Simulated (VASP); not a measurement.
# TiO2 (P4_2/mnm) in VASP: single point with PBE

Aim: the single point of TiO2 with PBE.

Program: VASP 6.6.1. These are calculated values, not measurements. Logs are shortened: lines on timing, memory, paths and dates and some standing lists are left out, and cuts for length are marked.

**The experiment to reproduce.**

From “Shallow Valence Band of Rutile GeO2 and P-type Doping”, 2020, arxiv:2011.08928, for a bulk crystal of TiO2 at 1.6 K: band gap 3.03 eV (direct).

The runs below are set against these values where they give the same quantity.

### 1 The cell of the first run

It takes space group P4_2/mnm (No. 136, tetragonal). Conventional cell: a = 4.623 Å, b = 4.623 Å, c = 2.986 Å, α = 90.00°, β = 90.00°, γ = 90.00°. Within 2.6 Å of Ti (site symmetry mmm) lie 6 O at 1.96 to 2.00 Å. O (site symmetry m2m) has 3 Ti at 1.96 to 2.00 Å and 1 O at 2.55 Å within 2.6 Å.

### 2 Single point, PBE, collinear spin, ferromagnetic start

Input file INCAR:

```
ALGO     = Normal         # electronic algorithm
EDIFF    = 1E-6           # SCF threshold, eV
ENCUT    = 520            # plane-wave cutoff, eV
GGA      = PE             # functional
ISIF     = 2              # what is computed and relaxed
ISMEAR   = -1             # smearing method
ISPIN    = 2              # spin polarisation
LASPH    = T              # aspherical terms in the spheres
LCHARG   = F              # write CHGCAR
LMAXMIX  = 4              # l up to which the mixer works
LORBIT   = 11             # projections on sites
LREAL    = F              # projectors in reciprocal space
LWAVE    = F              # write WAVECAR
MAGMOM   = 1 1 0 0 0 0    # initial moments
NBANDS   = 37             # bands
NELM     = 150            # most SCF steps
PREC     = Accurate       # precision mode
SIGMA    = 0.02           # smearing width, eV
```

Input file KPOINTS:

```
k-points
0
Gamma
  5 5 7
```

Input file POSCAR:

```
TiO2
1.0
    4.6230000000      0.0000000000      0.0000000000
    0.0000000000      4.6230000000      0.0000000000
    0.0000000000      0.0000000000      2.9860000000
Ti O
2 4
Direct
    0.0000000000      0.0000000000      0.0000000000
    0.5000000000      0.5000000000      0.5000000000
    0.3052000000      0.3052000000      0.0000000000
    0.1948000000      0.8052000000      0.5000000000
    0.6948000000      0.6948000000      0.0000000000
    0.8052000000      0.1948000000      0.5000000000
```

Potentials or basis: VASP PAW PBE potentials, release 64 (Ti_sv, O).

On the command line:

```console
$ cat potpaw_PBE.64/Ti_sv/POTCAR potpaw_PBE.64/O/POTCAR > POTCAR
$ mpirun -np 1 vasp_std > vasp.out
```

OUTCAR:

```text
EDIFF = 1E-6
   ENCUT = 520
   GGA = PE
   ISIF = 2
   ISMEAR = -1
   ISPIN = 2
   LASPH = T
   LORBIT = 11
   LREAL = F
   NELM = 150
   PREC = Accurate

 ion  position               nearest neighbor table
   1  0.000  0.000  0.000-   4 1.96   6 1.96   4 1.96   6 1.96   5 2.00   3 2.00
   2  0.500  0.500  0.500-   3 1.96   5 1.96   3 1.96   5 1.96   4 2.00   6 2.00
   3  0.305  0.305  0.000-   2 1.96   2 1.96   1 2.00
   4  0.195  0.805  0.500-   1 1.96   1 1.96   2 2.00
   5  0.695  0.695  0.000-   2 1.96   2 1.96   1 2.00
   6  0.805  0.195  0.500-   1 1.96   1 1.96   2 2.00

  LATTYP: Found a simple tetragonal cell.
 ALAT       =     4.6230000000
 C/A-ratio  =     0.6459009301

  Lattice vectors:

 A1 = (   4.6230000000,   0.0000000000,   0.0000000000)
 A2 = (   0.0000000000,   4.6230000000,   0.0000000000)
 A3 = (   0.0000000000,   0.0000000000,   2.9860000000)

Analysis of symmetry for initial positions (statically):
=====================================================================
 Subroutine PRICEL returns:
 Original cell was already a primitive cell.

 Routine SETGRP: Setting up the symmetry group for a
 simple tetragonal supercell.

 Subroutine GETGRP returns: Found 16 space group operations
 (whereof  8 operations were pure point group operations)
 out of a pool of 16 trial point group operations.

The static configuration has the point symmetry D_2h.
 The point group associated with its full space group is D_4h.

Analysis of symmetry for dynamics (positions and initial velocities):
=====================================================================
 Subroutine PRICEL returns:
 Original cell was already a primitive cell.

 Routine SETGRP: Setting up the symmetry group for a
 simple tetragonal supercell.

 Subroutine GETGRP returns: Found 16 space group operations
 (whereof  8 operations were pure point group operations)
 out of a pool of 16 trial point group operations.

The dynamic configuration has the point symmetry D_2h.
 The point group associated with its full space group is D_4h.

Analysis of structural, dynamic, and magnetic symmetry:
=====================================================================
 Subroutine PRICEL returns:
 Original cell was already a primitive cell.

 Routine SETGRP: Setting up the symmetry group for a
 simple tetragonal supercell.

 Subroutine GETGRP returns: Found 16 space group operations
 (whereof  8 operations were pure point group operations)
 out of a pool of 16 trial point group operations.

The overall configuration has the point symmetry D_2h.
 The point group associated with its full space group is D_4h.

 Subroutine INISYM returns: Found 16 space group operations
 (whereof  8 operations are pure point group operations),
 and found     1 'primitive' translations

----------------------------------------------------------------------------------------

                                     Primitive cell

  volume of cell :      63.8172

  direct lattice vectors                    reciprocal lattice vectors
     4.623000000  0.000000000  0.000000000     0.216309756  0.000000000  0.000000000
     0.000000000  4.623000000  0.000000000     0.000000000  0.216309756  0.000000000
     0.000000000  0.000000000  2.986000000     0.000000000  0.000000000  0.334896182

  length of vectors
     4.623000000  4.623000000  2.986000000     0.216309756  0.216309756  0.334896182

  position of ions in fractional coordinates (direct lattice)
     0.000000000  0.000000000  0.000000000
     0.500000000  0.500000000  0.500000000
     0.305200000  0.305200000  0.000000000
     0.194800000  0.805200000  0.500000000
     0.694800000  0.694800000  0.000000000
     0.805200000  0.194800000  0.500000000

  ion indices of the primitive-cell ions
   primitive index   ion index
                 1           1
                 2           2
                 3           3
                 4           4
                 5           5
                 6           6
[... 30 lines left out ...]
  0.200000  0.000000  0.000000      4.000000
  0.400000  0.000000  0.000000      4.000000
  0.200000  0.200000  0.000000      4.000000
  0.400000  0.200000  0.000000      8.000000
  0.400000  0.400000  0.000000      4.000000
[... 16 lines left out ...]
  0.400000  0.200000  0.428571     16.000000
  0.400000  0.400000  0.428571      8.000000
   k-points           NKPTS =     24   k-points in BZ     NKDIM =     24   number of bands    NBANDS=     37
   number of dos      NEDOS =    301   number of ions     NIONS =      6
   total plane-waves  NPLWV =  31104
   dimension x,y,z NGX =    36 NGY =   36 NGZ =   24
   dimension x,y,z NGXF=    72 NGYF=   72 NGZF=   48
   ions per type =               2   4
   NGX,Y,Z   is equivalent  to a cutoff of  12.95, 12.95, 13.36 a.u.
   NGXF,Y,Z  is equivalent  to a cutoff of  25.89, 25.89, 26.72 a.u.
 SYSTEM =  unknown system
   PREC   = accura    normal or accurate (medium, high low for compatibility)
   ISTART =      0    job   : 0-new  1-cont  2-samecut
   ICHARG =      2    charge: 1-file 2-atom 10-const
   ISPIN  =      2    spin polarized calculation?
   LNONCOLLINEAR =      F non collinear calculations
   LSORBIT =      F    spin-orbit coupling
   LASPH  =      T    aspherical Exc in radial PAW
   ENCUT  =  520.0 eV  38.22 Ry    6.18 a.u.   8.60  8.60  5.55*2*pi/ulx,y,z
   NELM   =    150;   NELMIN=  2; NELMDL= -5     # of ELM steps
   EDIFF  = 0.1E-05   stopping-criterion for ELM
   LREAL  =      F    real-space projection
   EDIFFG = 0.1E-04   stopping-criterion for IOM
   NSW    =      0    number of steps for IOM
   IBRION =     -1    ionic relax: 0-MD 1-quasi-New 2-CG
   NFREE  =      0    steps in history (QN), initial steepest desc. (CG)
   ISIF   =      2    stress and relaxation
   ISYM   =      2    0-nonsym 1-usesym 2-fastsym
   POTIM  = 0.5000    time-step for ionic-motion
   TEBEG  =    0.0;   TEEND  =   0.0 temperature during run
   PSTRESS=    0.0 pullay stress
   NELECT =      48.0000    total number of electrons
   NUPDOWN=      -1.0000    fix difference up-down
   EMIN   =  10.00;   EMAX   =-10.00  energy-range for DOS
   EFERMI =   0.00;   METHOD = LEGACY
   ISMEAR =    -1;   SIGMA  =   0.02  broadening in eV -4-tet -1-fermi 0-gaus
   EFERMI_NEDOS =   21; number of points for ismear=-14 and -15
   IALGO  =     38    algorithm
   IMIX   =      4    mixing-type and parameters
     AMIX     =   0.40;   BMIX     =  1.00
     AMIX_MAG =   1.60;   BMIX_MAG =  1.00
  volume/ion in A,a.u.               =      10.64        71.78
  Fermi-wavevector in a.u.,A,eV,Ry     =   1.488822  2.813465 30.158542  2.216590
  Thomas-Fermi vector in A             =   2.601808
   LORBIT       =     11    0 simple, 1 ext, 2 COOP (PROOUT), +10 PAW based schemes
   GGA     = PE    functional components
   LHFCALC =     F    Hartree Fock is set to
   AEXX    =    0.0000 exact exchange contribution
   IVDW    =     0    specifies the selected vdW correction
   LEPSILON=     F    determine dielectric tensor
   LRPA    =     F    only Hartree local field effects (RPA)
 spin polarized calculation
  energy-cutoff  :      520.00
  volume of cell :       63.82
 maximum number of plane-waves:      1739
 NGX is ok and might be reduce to    36
   NGX = 17   NGY = 17   NGZ = 11

 number of electron      48.0000027 magnetization       0.0000004

 number of electron      48.0000027 magnetization      -0.0000002

 Free energy of the ion-electron system (eV)
  ---------------------------------------------------
  ext. energy  EPLUGINS =         0.00000000
  ---------------------------------------------------
  free energy    TOTEN  =       -53.67183058 eV

  energy without entropy =      -53.67183058  energy(sigma->0) =      -53.67183058

 E-fermi :   5.0636     XC(G=0): -11.2961

 val. band max:        4.6293864742   @ k =   0.0000   0.0000   0.0000
 cond. band min:       6.4488688880   @ k =   0.0000   0.0000   0.0000
 fundamental gap:      1.8194824138
 Fermi energy:         5.0635552976

 spin component 1

 k-point     1 :       0.0000    0.0000    0.0000
  band No.  band energies     occupation
      1     -52.3694      1.00000
      2     -52.3541      1.00000
      3     -28.6570      1.00000
      4     -28.6570      1.00000
      5     -28.5053      1.00000
      6     -28.5053      1.00000
[... 925 lines left out ...]
     35      16.2186      0.00000
     36      16.5251      0.00000
 Fermi energy:         5.0635552976

 spin component 2

 k-point     1 :       0.0000    0.0000    0.0000
  band No.  band energies     occupation
      1     -52.3695      1.00000
      2     -52.3542      1.00000
      3     -28.6570      1.00000
      4     -28.6570      1.00000
      5     -28.5053      1.00000
      6     -28.5053      1.00000
[... 925 lines left out ...]
     35      16.2186      0.00000
     36      16.5251      0.00000
 [bands above 36 left out]

------------------------ aborting loop because EDIFF is reached ----------------------------------------

  FORCE on cell =-STRESS in cart. coord.  units (eV):
  Direction    XX          YY          ZZ          XY          YZ          ZX
  --------------------------------------------------------------------------------------
  -------------------------------------------------------------------------------------
  Total        0.6055391      0.6055391     -0.4345140     -0.0000000      0.0000000      0.0000000
  in kB       15.2025065     15.2025065    -10.9087955     -0.0000000      0.0000000      0.0000000
  external PRESSURE =       6.4987391 kB  Pullay stress =       0.0000000 kB

 VOLUME and BASIS-vectors are now :
 -----------------------------------------------------------------------------
  energy-cutoff  :      520.00
  volume of cell :       63.82
      direct lattice vectors                 reciprocal lattice vectors
     4.623000000  0.000000000  0.000000000     0.216309756  0.000000000  0.000000000
     0.000000000  4.623000000  0.000000000     0.000000000  0.216309756  0.000000000
     0.000000000  0.000000000  2.986000000     0.000000000  0.000000000  0.334896182

 POSITION                                       TOTAL-FORCE (eV/Angst)
 -----------------------------------------------------------------------------------
      0.00000      0.00000      0.00000         0.000000      0.000000      0.000000
      2.31150      2.31150      1.49300         0.000000      0.000000      0.000000
      1.41094      1.41094      0.00000        -0.030188     -0.030188     -0.000000
      0.90056      3.72244      1.49300         0.030188     -0.030188      0.000000
      3.21206      3.21206      0.00000         0.030188      0.030188      0.000000
      3.72244      0.90056      1.49300        -0.030188      0.030188      0.000000
 -----------------------------------------------------------------------------------
    total drift:                                0.000000      0.000000      0.000000

  FREE ENERGIE OF THE ION-ELECTRON SYSTEM (eV)
  ---------------------------------------------------
  free  energy   TOTEN  =       -53.6718305817 eV

  energy  without entropy=      -53.6718305817  energy(sigma->0) =      -53.67183058

 total charge

# of ion       s       p       d       tot
------------------------------------------
    1        2.216   6.286   1.691  10.192
    2        2.216   6.286   1.691  10.192
    3        1.572   3.491   0.000   5.063
    4        1.572   3.491   0.000   5.063
    5        1.572   3.491   0.000   5.063
    6        1.572   3.491   0.000   5.063
--------------------------------------------------
tot         10.718  26.536   3.381  40.635

 magnetization (x)

# of ion       s       p       d       tot
------------------------------------------
    1       -0.000   0.000   0.000   0.000
    2       -0.000   0.000   0.000   0.000
    3        0.000  -0.000   0.000  -0.000
    4        0.000  -0.000   0.000  -0.000
    5        0.000  -0.000   0.000  -0.000
    6        0.000  -0.000   0.000  -0.000
--------------------------------------------------
tot         -0.000  -0.000   0.000  -0.000
```

Wall time 2 min (1 thread of Intel Xeon Platinum 8375C at 2.90GHz (Ice Lake), shared host); peak memory 0.23 GiB.

Results:

```
Free energy                                           : -53.6718 eV
Pressure                                              : 0.6 GPa
Largest force                                         : 0.043 eV/Å
Band gap on the k mesh                                : 1.82 eV, direct
Net moment                                            : 0.00 μB per cell
Valence electrons inside the program's atomic spheres : Ti 10.19; O 5.06
```

Forces in eV/Å, atoms in the order of the input:
```
Ti   0.000  0.000  0.000
Ti   0.000  0.000  0.000
O   -0.030 -0.030  0.000
O    0.030 -0.030  0.000
O    0.030  0.030  0.000
O   -0.030  0.030  0.000
```

Stress tensor (GPa, compression positive):
```
 1.52  0.00  0.00
 0.00  1.52  0.00
 0.00  0.00 -1.09
```

Levels at points of the mesh, in eV from the valence-band top:
Spin up:
```csv
k point,band 22,band 23,band 24,band 25,band 26,band 27
"(0.00, 0.00, 0.00)",-0.44,-0.44,0.00,1.82,2.12,2.32
```
Spin down:
```csv
k point,band 22,band 23,band 24,band 25,band 26,band 27
"(0.00, 0.00, 0.00)",-0.44,-0.44,0.00,1.82,2.12,2.32
```

### 3 Against experiment

Step 2. Measured gap of TiO2: 3.03 eV (direct; 1.6 K; quoted in “Shallow Valence Band of Rutile GeO2 and P-type Doping”, 2020, arxiv:2011.08928). This calculation gives 1.82 eV (-1.21 eV). 2 values of this kind are on record in papers (3.03 to 3.05 eV); this one was drawn at random among those near their median. The value is that of PBE on a finite k mesh, which can miss the band edges, without temperature or zero-point motion. Semilocal functionals fall short of measured gaps as a rule.
